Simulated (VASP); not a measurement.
Set up this calculation in VASP 6.6.1, as the native input.

| Quantity | Value |
| --- | --- |
| Task | single point |
| Functional | PBE |
| Potentials or basis | VASP PAW PBE potentials, release 64 (Mg, S) |
| Cutoff | 520 eV |
| k mesh | 8 × 8 × 8 |
| Occupations | gaussian, width 0.01 eV |
| Spin | no spin polarisation |
| Dipole correction | no |
| Further INCAR settings | ALGO = Normal; EDIFF = 1e-07; NBANDS = 11 |

The structure of MgS lies in POSCAR:

```
MgS
1.0
    0.0000000000      2.8308768404      2.8308768404
    2.8308768404      0.0000000000      2.8308768404
    2.8308768404      2.8308768404      0.0000000000
Mg S
1 1
Direct
    0.0000000000      0.0000000000      0.0000000000
    0.2500000000      0.2500000000      0.2500000000
```

The input as run:

INCAR

```
ALGO = Normal
EDIFF = 1E-7
ENCUT = 520
GGA = PE
ISIF = 2
ISMEAR = 0
LASPH = T
LCHARG = F
LREAL = F
LWAVE = F
NBANDS = 11
NELM = 80
PREC = Accurate
SIGMA = 0.01
```

KPOINTS

```
k-points
0
Gamma
  8 8 8
```

Potentials or basis: VASP PAW PBE potentials, release 64 (Mg, S).

Command:

```console
$ cat potpaw_PBE.64/Mg/POTCAR potpaw_PBE.64/S/POTCAR > POTCAR
$ mpirun -np 1 vasp_std > vasp.out
```

It gave:

```
Pressure               : 0.9 GPa
Band gap on the k mesh : 3.46 eV, direct
```

Wall time 7.4 s on 1 thread of Intel(R) Xeon(R) 6975P-C (Granite Rapids), with other jobs on the host, peak memory 0.17 GiB.
